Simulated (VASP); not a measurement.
The system is Nb2B.

```
Nb B
1.0
     4.40760    0.00000    0.00000
    -2.20380    3.81710    0.00000
     0.00000    0.00000    2.66855
Nb B
2 1
Direct
  0.33333 0.66667 0.50000
  0.66667 0.33333 0.50000
  0.00000 0.00000 0.00000
```

Base run:

| Item | Value |
| --- | --- |
| Program | VASP 6.6.1 |
| Functional | r2SCAN |
| Potentials or basis | VASP PAW PBE potentials, release 64 (Nb_sv, B) |
| Cutoff | 520 eV |
| k mesh | 7 × 7 × 10 |
| Occupations | fermi-dirac, width 0.05 eV |
| Spin | no spin polarisation |

Its results: band gap on the k mesh zero (an odd number of electrons rules out a gap without spin polarisation); pressure -1.3 GPa.

The run is repeated on the same cell with these changes: hubbard terms from none to Nb d U = 2.0 eV. What comes out?

Band gap on the k mesh zero (an odd number of electrons rules out a gap without spin polarisation); pressure 3.5 GPa.

Caveats: the PAW data sets were made with another functional, which shifts forces and pressure a little; the cell stands under pressure (at least some runs); U without spin polarisation on a metal has little footing (at least some runs); the U is typed as a test and isn't derived for this compound (at least some runs).
